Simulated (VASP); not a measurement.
Wanted: the native input for a VASP 6.6.1 run.

```
Task                               : single point
Functional                         : r2SCAN50
Potentials or basis                : VASP PAW PBE potentials, release 64 (Mn_pv, O)
Cutoff                             : 520 eV
k mesh                             : 5 × 5 × 5
Occupations                        : fermi-dirac, width 0.05 eV
Spin                               : collinear spin, ferromagnetic start
Starting moments                   : [4.0, 0.0] μB
Dipole correction                  : no
Grid for exact exchange (PRECFOCK) : Normal
Further INCAR settings             : ALGO = Normal; EDIFF = 1e-06; NBANDS = 20
Share of exact exchange            : 0.5
```

Crystal: MnO.

```xyz
2
Lattice="2.6724 0.0000 0.0000 0.0000 2.6724 0.0000 0.0000 0.0000 2.6724" Properties=species:S:1:pos:R:3 pbc="T T T"
Mn    0.0000    0.0000    0.0000
O     1.3362    1.3362    1.3362
```

These files were run (other wordings do the same):

POSCAR

```
MnO
1.0
    2.6723886600      0.0000000000      0.0000000000
    0.0000000000      2.6723886600      0.0000000000
    0.0000000000      0.0000000000      2.6723886600
Mn O
1 1
Direct
    0.0000000000      0.0000000000      0.0000000000
    0.5000000000      0.5000000000      0.5000000000
```

INCAR.step1

```
PREC = Accurate ; ENCUT = 520
EDIFF = 1E-5 ; ISMEAR = -1
SIGMA = 0.05 ; LREAL = False
LASPH = True ; NELM = 150
ALGO = Normal ; ISIF = 2
LWAVE = True ; LCHARG = False
ISPIN = 2 ; MAGMOM = 4 0
LORBIT = 11 ; LMAXMIX = 4
GGA = PE ; NBANDS = 20
```

INCAR.step2

```
PREC = Accurate ; ENCUT = 520
EDIFF = 1E-6 ; ISMEAR = -1
SIGMA = 0.05 ; LREAL = False
LASPH = True ; NELM = 150
ALGO = Normal ; ISIF = 2
LWAVE = False ; LCHARG = False
ISPIN = 2 ; MAGMOM = 4 0
LORBIT = 11 ; LMAXMIX = 4
METAGGA = R2SCAN ; LHFCALC = True
AEXX = 0.5 ; LMIXTAU = True
PRECFOCK = Normal ; ISTART = 1
NBANDS = 20
```

KPOINTS

```
Automatic mesh
0
Gamma
  5 5 5
```

Potentials or basis: VASP PAW PBE potentials, release 64 (Mn_pv, O).

Launch:

```sh
$ cat potpaw_PBE.64/Mn_pv/POTCAR potpaw_PBE.64/O/POTCAR > POTCAR
$ cp INCAR.step1 INCAR
$ mpirun -np 1 vasp_std > vasp.out
$ cp INCAR.step2 INCAR
$ mpirun -np 1 vasp_std > vasp.out
```

It gave:

The pressure is 11.3 GPa and the band gap on the k mesh is 5.88 eV (least direct gap 7.19 eV). The net moment is 5.00 μB per cell and the site moments are Mn +4.65; O +0.20 μB. The valence electrons inside the program's atomic spheres are Mn 11.33; O 5.11.

Caveat: the k points lie up to 0.47 Å⁻¹ apart; the PAW data sets were made with another functional, which shifts forces and pressure a little; an odd mesh through Γ misses points on the zone boundary, where band edges can lie; a cell with one magnetic atom can't hold antiferromagnetic order, which such compounds often take.

It took 14 min on 1 thread of Intel(R) Xeon(R) Platinum 8488C (Sapphire Rapids), on a shared host, peak memory 0.14 GiB.
